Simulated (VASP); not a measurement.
Set up this calculation in VASP 6.6.1, as the native input.

```
Task                   : single point
Functional             : PBE
Potentials or basis    : VASP PAW PBE potentials, release 64 (Mo_sv, H)
Cutoff                 : 520 eV
k mesh                 : 3 × 3 × 3
Occupations            : gaussian, width 0.1 eV
Spin                   : no spin polarisation
Dipole correction      : no
Further INCAR settings : LREAL = Auto; ALGO = Normal; EDIFF = 1e-07; NBANDS = 126
```

The structure of Mo16H (a cell with a defect) lies in POSCAR:

```
Mo16H
1.0
    6.3000000000      0.0000000000      0.0000000000
    0.0000000000      6.3000000000      0.0000000000
    0.0000000000      0.0000000000      6.3000000000
Mo H
16 1
Direct
   -0.0004829463      0.0101454734     -0.0074928687
    0.4995116697      0.0014180036     -0.0013315023
   -0.0004875766      0.4906563970     -0.0074969113
   -0.0004857050      0.0016289443      0.4992646108
    0.2505013458      0.2504154396      0.2495700284
    0.4995102276      0.4994169458     -0.0013286070
    0.4995107808      0.0023166877      0.5014083737
    0.7485080185      0.2504138766      0.2495700072
   -0.0004864148      0.4992155751      0.4992623723
    0.2592470076      0.7504214318      0.2557248516
    0.2514088261      0.2504184825      0.7468426627
    0.4995094983      0.4985175089      0.5013967579
    0.7397637299      0.7504168409      0.2557347646
    0.7475954106      0.2504170713      0.7468342364
    0.2507088143      0.7504180318      0.7489815542
    0.7482937489      0.7504171865      0.7489823938
   -0.0004987354      0.7504053032      0.1241129758
```

The input as run:

INCAR

```
PREC     = Accurate       # precision mode
ENCUT    = 520            # plane-wave cutoff, eV
EDIFF    = 1E-7           # SCF threshold, eV
ISMEAR   = 0              # smearing method
SIGMA    = 0.1            # smearing width, eV
LREAL    = Auto         
LASPH    = T              # aspherical terms in the spheres
NELM     = 80             # most SCF steps
ALGO     = Normal         # electronic algorithm
ISIF     = 2              # what is computed and relaxed
LWAVE    = F              # write WAVECAR
LCHARG   = F              # write CHGCAR
GGA      = PE             # functional
NBANDS   = 126            # bands
```

KPOINTS

```
regular mesh
0
Gamma
  3 3 3
```

Potentials or basis: VASP PAW PBE potentials, release 64 (Mo_sv, H).

The run is started by

```sh
$ cat potpaw_PBE.64/Mo_sv/POTCAR potpaw_PBE.64/H/POTCAR > POTCAR
$ mpirun -np 1 vasp_std > vasp.out
```

Results of the run:

```json
{"Pressure": "6.4 GPa", "Largest force": "0.008 eV/Å", "Band gap on the k mesh": "zero (an odd number of electrons rules out a gap without spin polarisation)"}
```

Run time: 13 min on 1 thread of Intel(R) Xeon(R) Platinum 8259CL CPU @ 2.50GHz (Skylake/Cascade Lake) (shared host), peak memory 0.49 GiB.
